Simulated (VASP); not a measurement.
# Ta3Cu (I4/mmm) in VASP: notebook, part 2 of 2

VASP 6.6.1.

### Step 6. Single point, PBEsol

This run uses another cell than the first one, of 16.60 Å³/atom, 0.964 times its volume.

INCAR reads:

```
ALGO = Fast ; EDIFF = 1E-6
ENCUT = 520 ; GGA = PS
ISIF = 2 ; ISMEAR = -1
LASPH = True ; LCHARG = False
LREAL = False ; LWAVE = False
NBANDS = 30 ; NELM = 60
PREC = Accurate ; SIGMA = 0.05
```

KPOINTS reads:

```
k-points
0
Gamma
  9 9 9
```

POSCAR reads:

```
Ta3Cu
1.0
   -1.9930401043      1.9930401043      4.1799263973
    1.9930401043     -1.9930401043      4.1799263973
    1.9930401043      1.9930401043     -4.1799263973
Ta Cu
3 1
Direct
    0.5000000000      0.5000000000      0.0000000000
    0.2500000000      0.7500000000      0.5000000000
    0.7500000000      0.2500000000      0.5000000000
    0.0000000000      0.0000000000      0.0000000000
```

Potentials or basis: VASP PAW PBE potentials, release 64 (Ta_pv, Cu).

The run is started by

```sh
$ cat potpaw_PBE.64/Ta_pv/POTCAR potpaw_PBE.64/Cu/POTCAR > POTCAR
$ mpirun -np 1 vasp_std > vasp.out
```

OUTCAR:

```text
EDIFF = 1E-6
   ENCUT = 520
   GGA = PS
   ISIF = 2
   ISMEAR = -1
   LASPH = True
   LREAL = False
   NELM = 60
   PREC = Accurate

 ion  position               nearest neighbor table
   1  0.500  0.500  0.000-   4 2.82   4 2.82   4 2.82   4 2.82   3 2.89   2 2.89   3 2.89   3 2.89
                             2 2.89   2 2.89   3 2.89   2 2.89
   2  0.250  0.750  0.500-   3 2.82   3 2.82   3 2.82   3 2.82   4 2.89   1 2.89   4 2.89   1 2.89
                             4 2.89   4 2.89   1 2.89   1 2.89
   3  0.750  0.250  0.500-   2 2.82   2 2.82   2 2.82   2 2.82   4 2.89   1 2.89   4 2.89   4 2.89
                             1 2.89   1 2.89   4 2.89   1 2.89
   4  0.000  0.000  0.000-   1 2.82   1 2.82   1 2.82   1 2.82   3 2.89   2 2.89   3 2.89   2 2.89
                             3 2.89   3 2.89   2 2.89   2 2.89

  LATTYP: Found a body centered tetragonal cell.
 ALAT       =     3.9860802086
 C/A-ratio  =     2.0972615595

  Lattice vectors:

 A1 = (  -1.9930401043,   1.9930401043,   4.1799263973)
 A2 = (   1.9930401043,  -1.9930401043,   4.1799263973)
 A3 = (   1.9930401043,   1.9930401043,  -4.1799263973)

Analysis of symmetry for initial positions (statically):
[... 181 lines left out ...]
 cond. band min:       6.0246523659   @ k =  -0.3333  -0.3333   0.2222
 fundamental gap:      0.0193537760
 Fermi energy:         6.0088491084

 k-point     1 :       0.0000    0.0000    0.0000
  band No.  band energies     occupation
      1     -28.5562      2.00000
      2     -28.3959      2.00000
      3     -28.3959      2.00000
      4     -28.1655      2.00000
      5     -28.1655      2.00000
      6     -28.0021      2.00000
[... 781 lines left out ...]
     29      10.0809      0.00000
     30      10.1378      0.00000

 [... further k-points ...]

------------------------ aborting loop because EDIFF is reached ----------------------------------------

  FORCE on cell =-STRESS in cart. coord.  units (eV):
  Direction    XX          YY          ZZ          XY          YZ          ZX
  --------------------------------------------------------------------------------------
  -------------------------------------------------------------------------------------
  Total       -0.7463137     -0.7463137     -1.0208406      0.0000000     -0.0000000      0.0000000
  in kB      -18.0040958    -18.0040958    -24.6267905      0.0000000     -0.0000000      0.0000000
  external PRESSURE =     -20.2116607 kB  Pullay stress =       0.0000000 kB

 VOLUME and BASIS-vectors are now :
 -----------------------------------------------------------------------------
  energy-cutoff  :      520.00
  volume of cell :       66.41
      direct lattice vectors                 reciprocal lattice vectors
    -1.993040104  1.993040104  4.179926397     0.000000000  0.250873025  0.119619331
     1.993040104 -1.993040104  4.179926397     0.250873025  0.000000000  0.119619331
     1.993040104  1.993040104 -4.179926397     0.250873025  0.250873025  0.000000000

 POSITION                                       TOTAL-FORCE (eV/Angst)
 -----------------------------------------------------------------------------------
      0.00000      0.00000      4.17993        -0.000000      0.000000     -0.000000
      1.99304      0.00000      2.08996         0.000000     -0.000000      0.000000
      0.00000      1.99304      2.08996        -0.000000      0.000000      0.000000
      0.00000      0.00000      0.00000        -0.000000      0.000000     -0.000000
 -----------------------------------------------------------------------------------
    total drift:                               -0.000000     -0.000000      0.000000

  FREE ENERGIE OF THE ION-ELECTRON SYSTEM (eV)
  ---------------------------------------------------
  free  energy   TOTEN  =       -41.2818470833 eV

  energy  without entropy=      -41.2473898126  energy(sigma->0) =      -41.26461845
```

OSZICAR:

```text
N       E                     dE             d eps       ncg     rms          rms(c)
DAV:   1     0.402833573982E+03    0.40283E+03   -0.23419E+04  4660   0.178E+03
DAV:   2    -0.217118320245E+02   -0.42455E+03   -0.41218E+03  4680   0.461E+02
[... 12 lines left out ...]
RMM:  15    -0.412834892384E+02   -0.12180E-02   -0.79449E-03  6691   0.319E-01    0.332E-01
RMM:  16    -0.412820713893E+02    0.14178E-02   -0.14467E-03  5960   0.330E-01    0.124E-01
RMM:  17    -0.412818651620E+02    0.20623E-03   -0.69910E-04  5871   0.142E-01    0.485E-02
RMM:  18    -0.412818518868E+02    0.13275E-04   -0.28517E-04  5541   0.633E-02    0.253E-02
RMM:  19    -0.412818536543E+02   -0.17675E-05   -0.33808E-05  5799   0.274E-02    0.241E-02
RMM:  20    -0.412818479704E+02    0.56839E-05   -0.61021E-05  5336   0.562E-02    0.189E-02
RMM:  21    -0.412818470833E+02    0.88705E-06   -0.79495E-06  5064   0.166E-02
   1 F= -.41281847E+02 E0= -.41264618E+02  d E =-.344573E-01
```

stdout:

```text
POSCAR found type information on POSCAR TaCu
 POSCAR found :  2 types and       4 ions
 scaLAPACK will be used
 -----------------------------------------------------------------------------
|                                                                             |
|                                                                             |
|     You enforced a specific xc type in the INCAR file but a different       |
|     I HOPE YOU KNOW WHAT YOU ARE DOING!                                     |
|                                                                             |
 -----------------------------------------------------------------------------

 LDA part: xc-table for (Slater+PW92), standard interpolation
 POSCAR, INCAR and KPOINTS ok, starting setup
 FFT: planning ... GRIDC
 FFT: planning ... GRID_SOFT
 FFT: planning ... GRID
 WAVECAR not read
 entering main loop
```

It took 2.3 min on 1 thread of Intel Xeon 6975P-C (Granite Rapids), shared host; peak memory 0.33 GiB.

Results:

```
Free energy            : -41.2818 eV
Pressure               : -2.0 GPa
Band gap on the k mesh : zero (band 22 reaches 6.90 eV, above the bottom of band 23 at 5.54 eV)
```

Levels at points of the mesh, in eV from the Fermi level:
| k point | band 19 | band 20 | band 21 | band 22 | band 23 | band 24 | band 25 | band 26 |
| --- | --- | --- | --- | --- | --- | --- | --- | --- |
| (0.00, 0.00, 0.00) | -1.69 | -1.69 | -0.18 | -0.18 | 0.06 | 2.08 | 2.28 | 2.49 |

Caveat: the PAW data sets were made with another functional, which shifts forces and pressure a little; spin-orbit coupling is left out, which moves the levels of the heavy elements.

### Step 7. Overview

```csv
level,cell,k mesh,gap on the mesh (eV),pressure (GPa)
revPBE,"a = 5.098 Å, angles 133.3, 133.3, 68.1°, 4 atoms",7 × 7 × 7,none,0.1
BLYP,"a = 5.126 Å, angles 133.2, 133.2, 68.4°, 4 atoms",7 × 7 × 7,none,0.8
PBEsol,"a = 4.972 Å, angles 133.4, 133.4, 68.0°, 4 atoms",9 × 9 × 9,none,6.1
PBEsol,"a = 5.007 Å, angles 133.4, 133.4, 68.0°, 4 atoms",9 × 9 × 9,none,1.7
PBEsol,"a = 5.041 Å, angles 133.4, 133.4, 68.0°, 4 atoms",9 × 9 × 9,none,-2.0
```

Alike in all rows: task single point; potentials or basis VASP PAW PBE potentials, release 64 (Ta_pv, Cu); no spin polarisation; cutoff (eV) 520; smearing fermi-dirac 0.05 eV.

Caveats: the PAW data sets were made with another functional, which shifts forces and pressure a little; spin-orbit coupling is left out, which moves the levels of the heavy elements.

Total energies depend on the potentials used, so only differences within one code and one set of settings carry meaning.
